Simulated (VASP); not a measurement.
Input of a VASP 6.6.1 run:

File INCAR:

```
PREC = Accurate
ENCUT = 520
EDIFF = 1E-7
ISMEAR = -1
SIGMA = 0.1
LREAL = False
LASPH = True
NELM = 80
ALGO = Normal
ISIF = 2
LWAVE = False
LCHARG = True
GGA = PS
LELF = True
LVHAR = True
NBANDS = 12
```

File KPOINTS:

```
regular mesh
0
Gamma
  10 10 10
```

File POSCAR:

```
P
1.0
    0.0000000000      2.6869937657      2.6869937657
    2.6869937657      0.0000000000      2.6869937657
    2.6869937657      2.6869937657      0.0000000000
P
2
Direct
    0.1250000000      0.1250000000      0.1250000000
    0.8750000000      0.8750000000      0.8750000000
```

Potentials or basis: VASP PAW PBE potentials, release 64 (P).

Run with:

```bash
$ cat potpaw_PBE.64/P/POTCAR > POTCAR
$ mpirun -np 1 vasp_std > vasp.out
```

Task: Estimate the pressure.

Result: 0.1 GPa.

Task: What does it give for the band gap on the k mesh?

Result: Zero (band 5 reaches 7.49 eV, above the bottom of band 6 at 5.16 eV).

Caveat: the PAW data sets were made with another functional, which shifts forces and pressure a little.
